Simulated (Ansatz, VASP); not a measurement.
**Two plane-wave programs on SnTe**

```xyz
2
Lattice="0.0000 3.3100 3.3100 3.3100 0.0000 3.3100 3.3100 3.3100 0.0000" Properties=species:S:1:pos:R:3 pbc="T T T"
Sn    0.0000    0.0000    0.0000
Te    3.3100    3.3100    3.3100
```

Alike in both runs: task single point; functional PBE; k mesh 10 × 10 × 10; occupations gaussian, width 0.01 eV; no spin polarisation.

|  | VASP | Ansatz |
| --- | --- | --- |
| version | VASP 6.6.1 | Ansatz 0.2.0 |
| potentials or method | VASP PAW PBE potentials, release 64 (Sn_d, Te), cutoff 520 eV | scalar-relativistic, plane waves, PAW |
| valence electrons in the cell | 20 | 30 |

|  | VASP | Ansatz | Ansatz less VASP |
| --- | --- | --- | --- |
| gap on the k mesh at the Fermi level (eV) | 0.29 | 0.29 | +0.001 |
| least direct gap on the mesh (eV) | 0.29 | 0.29 | +0.001 |
| pressure (GPa) | -3.2 | -3.2 | +0.05 |

The functional is the same, so the differences come from potentials, cutoffs and numerics. VASP's potentials hold 20 valence electrons a cell and Ansatz's 30, so a difference there can come from the potentials and not from the codes.

Spin-orbit coupling is off throughout.
